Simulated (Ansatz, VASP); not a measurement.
InO in VASP and in Ansatz

```
In O
1.0
     3.36727    0.00000    0.00000
    -1.68364    2.91614    0.00000
     0.00000    0.00000   15.08324
In O
2 2
Direct
  0.66667 0.33333 0.59002
  0.66667 0.33333 0.40998
  0.00000 0.00000 0.63987
  0.00000 0.00000 0.36013
```

Change from the starting cell: strain -0.025 along x and y, -0.050 along z, atoms carried along.

Alike in both runs: task single point; functional PBE; k mesh 12 × 12 × 2; occupations gaussian, width 0.03 eV; no spin polarisation.

|  | VASP | Ansatz |
| --- | --- | --- |
| version | VASP 6.6.1 | Ansatz 0.2.0 |
| potentials or method | VASP PAW PBE potentials, release 64 (In_d, O), cutoff 520 eV | scalar-relativistic, plane waves, PAW |
| valence electrons in the cell | 38 | 38 |

```tsv
	VASP	Ansatz	Ansatz less VASP
gap on the k mesh at the Fermi level (eV)	0.54	0.55	+0.012
least direct gap on the mesh (eV)	1.40	1.41	+0.011
rms of the force components (eV/Å)	0.358	0.341	-0.0174
```

Atom by atom the forces differ by 0.023 eV/Å (rms over components).
